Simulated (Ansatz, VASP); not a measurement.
One calculation of Ta, two programs

```xyz
1
Lattice="-1.5090 1.5090 1.7059 1.5090 -1.5090 1.7059 1.5090 1.5090 -1.7059" Properties=species:S:1:pos:R:3 pbc="T T T"
Ta    0.0000    0.0000    0.0000
```

Change from the starting cell: strain -0.080 along x and y, +0.040 along z, atoms carried along.

Alike in both runs: task single point; functional PBEsol; k mesh 26 × 26 × 26; occupations gaussian, width 0.15 eV; no spin polarisation.

|  | VASP | Ansatz |
| --- | --- | --- |
| version | VASP 6.6.1 | Ansatz 0.2.0 |
| potentials or method | VASP PAW PBE potentials, release 64 (Ta_pv), cutoff 520 eV | scalar-relativistic, plane waves, PAW |
| valence electrons in the cell | 11 | 13 |

|  | VASP | Ansatz | Ansatz less VASP |
| --- | --- | --- | --- |
| gap on the k mesh at the Fermi level (eV) | none | none | - |
| pressure (GPa) | 36.2 | 35.6 | -0.60 |
| traceless stress, the component that is largest in VASP (GPa) | -13.13 | -13.15 | -0.021 |

VASP's potentials were made for PBE, not for PBEsol. A gap of «none» marks a metal or a gap that the smearing closes. Both programs put the cell under a high pressure, so it lies far from rest at this level. With one functional, cell and mesh, what is left measures potentials, basis and numerics. VASP's potentials hold 11 valence electrons a cell and Ansatz's 13, so a difference there can come from the potentials and not from the codes.

Spin-orbit coupling is off throughout.
